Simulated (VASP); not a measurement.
Here is a VASP 6.6.1 calculation.

File INCAR:

```
SYSTEM = Be
  PREC = Accurate
  ENCUT = 520
  EDIFF = 1E-7
  ISMEAR = 0
  SIGMA = 0.15
  LREAL = .FALSE.
  LASPH = .TRUE.
  NELM = 60
  ALGO = Fast
  ISIF = 2
  LWAVE = .FALSE.
  LCHARG = .FALSE.
  GGA = PE
  IVDW = 12
  NBANDS = 9
```

Contents of KPOINTS:

```
Automatic mesh
0
G
  24 24 12
  0 0 0
```

The input POSCAR:

```
Be
1.0
    2.1588417127      0.0000000000      0.0000000000
   -1.0794208564      1.8696117660      0.0000000000
    0.0000000000      0.0000000000      3.4126027556
Be
2
Direct
    0.3333333333      0.6666666667      0.2500000000
    0.6666666667      0.3333333333      0.7500000000
```

Potentials or basis: VASP PAW PBE potentials, release 64 (Be).

The run is started by

```bash
$ cat potpaw_PBE.64/Be/POTCAR > POTCAR
$ mpirun -np 1 vasp_std > vasp.out
```

Q: What does it give for the dispersion energy per atom?

A: -0.410 eV.

Q: Estimate the band gap on the k mesh.

A: Zero (bands 2 and 3 overlap by 2.23 eV).

Stress tensor (GPa, compression positive):
```
11.59  0.00  0.00
 0.00 11.59  0.00
 0.00  0.00 12.19
```

Caveat: the cell stands under pressure.
